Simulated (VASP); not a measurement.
Write the native input for VASP 6.6.1 that does the following.

| Quantity | Value |
| --- | --- |
| Task | single point |
| Functional | r2SCAN |
| Potentials or basis | VASP PAW PBE potentials, release 64 (Hf_pv, O) |
| Cutoff | 520 eV |
| k mesh | 8 × 8 × 8 |
| Occupations | gaussian, width 0.05 eV |
| Spin | no spin polarisation |
| Dipole correction | no |
| Further INCAR settings | ALGO = Normal; EDIFF = 1e-06; NBANDS = 18 |

Crystal: HfO2.

```
Hf O
1.0
     0.00000    2.59239    2.46593
     2.59239    0.00000    2.46593
     2.59239    2.59239    0.00000
Hf O
1 2
Direct
  0.00000 0.00000 0.00000
  0.25000 0.25000 0.25000
  0.75000 0.75000 0.75000
```

This cell differs from its parent crystal: strain +0.025 along x and y, -0.025 along z.

These files were run (other wordings do the same):

POSCAR

```
HfO2
1.0
    0.0000000000      2.5923900125      2.4659319631
    2.5923900125      0.0000000000      2.4659319631
    2.5923900125      2.5923900125      0.0000000000
Hf O
1 2
Direct
    0.0000000000      0.0000000000      0.0000000000
    0.2500000000      0.2500000000      0.2500000000
    0.7500000000      0.7500000000      0.7500000000
```

INCAR.step1

```
SYSTEM = HfO2
ALGO = Normal ; EDIFF = 1E-4
ENCUT = 520 ; GGA = PE
ISMEAR = 0 ; LASPH = .TRUE.
LCHARG = .FALSE. ; LREAL = .FALSE.
LWAVE = .TRUE. ; NBANDS = 18
NELM = 60 ; PREC = Accurate
SIGMA = 0.05
```

INCAR.step2

```
SYSTEM = HfO2
ALGO = Normal ; EDIFF = 1E-6
ENCUT = 520 ; ISIF = 2
ISMEAR = 0 ; ISTART = 1
LASPH = .TRUE. ; LCHARG = .FALSE.
LMIXTAU = .TRUE. ; LREAL = .FALSE.
LWAVE = .FALSE. ; METAGGA = R2SCAN
NBANDS = 18 ; NELM = 60
PREC = Accurate ; SIGMA = 0.05
```

KPOINTS

```
k-points
0
G
  8 8 8
  0 0 0
```

Potentials or basis: VASP PAW PBE potentials, release 64 (Hf_pv, O).

Run with:

```sh
$ cat potpaw_PBE.64/Hf_pv/POTCAR potpaw_PBE.64/O/POTCAR > POTCAR
$ cp INCAR.step1 INCAR
$ mpirun -np 1 vasp_std > vasp.out
$ cp INCAR.step2 INCAR
$ mpirun -np 1 vasp_std > vasp.out
```

It gave:

- Pressure: -9.7 GPa
- Band gap on the k mesh: 3.70 eV (least direct gap 3.81 eV)

Caveat: the cell differs from its parent crystal (strain +0.025 along x and y, -0.025 along z); the stress differs along the axes, from -18 to 6 GPa; the PAW data sets were made with another functional, which shifts forces and pressure a little; spin-orbit coupling is left out, which moves the levels of the heavy elements.

Run time: 100 s on 1 thread of Intel(R) Xeon(R) Platinum 8488C (Sapphire Rapids), on a shared host, peak memory 0.18 GiB.
